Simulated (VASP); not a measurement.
Here is a VASP 6.6.1 calculation.

INCAR

```
SYSTEM = ZnO
PREC = Accurate
ENCUT = 600
EDIFF = 1E-6
ISMEAR = 0
SIGMA = 0.02
LREAL = .FALSE.
LASPH = .TRUE.
NELM = 120
ALGO = Normal
ISIF = 2
LWAVE = .FALSE.
LCHARG = .FALSE.
GGA = RE
NBANDS = 26
GGA_COMPAT = .FALSE.
```

File KPOINTS:

```
regular mesh
0
G
  5 5 3
  0 0 0
```

Contents of POSCAR:

```
ZnO
1.0
    3.2493080000      0.0000000000      0.0000000000
   -1.6246540000      2.8139830000      0.0000000000
    0.0000000000      0.0000000000      5.2057090000
Zn O
2 2
Direct
    0.3333333333      0.6666666667      0.5000000000
    0.6666666667      0.3333333333      0.0000000000
    0.6666666667      0.3333333333      0.3790100000
    0.3333333333      0.6666666667      0.8790100000
```

Potentials or basis: VASP PAW PBE potentials, release 64 (Zn, O).

Launch:

```console
$ cat potpaw_PBE.64/Zn/POTCAR potpaw_PBE.64/O/POTCAR > POTCAR
$ mpirun -np 1 vasp_std > vasp.out
```

(1) What does it give for the pressure?

(2) What does it give for the largest force?

## Answers

(1) 9.2 GPa.

(2) 0.079 eV/Å.

Caveat: the k points lie up to 0.45 Å⁻¹ apart; the PAW data sets were made with another functional, which shifts forces and pressure a little.
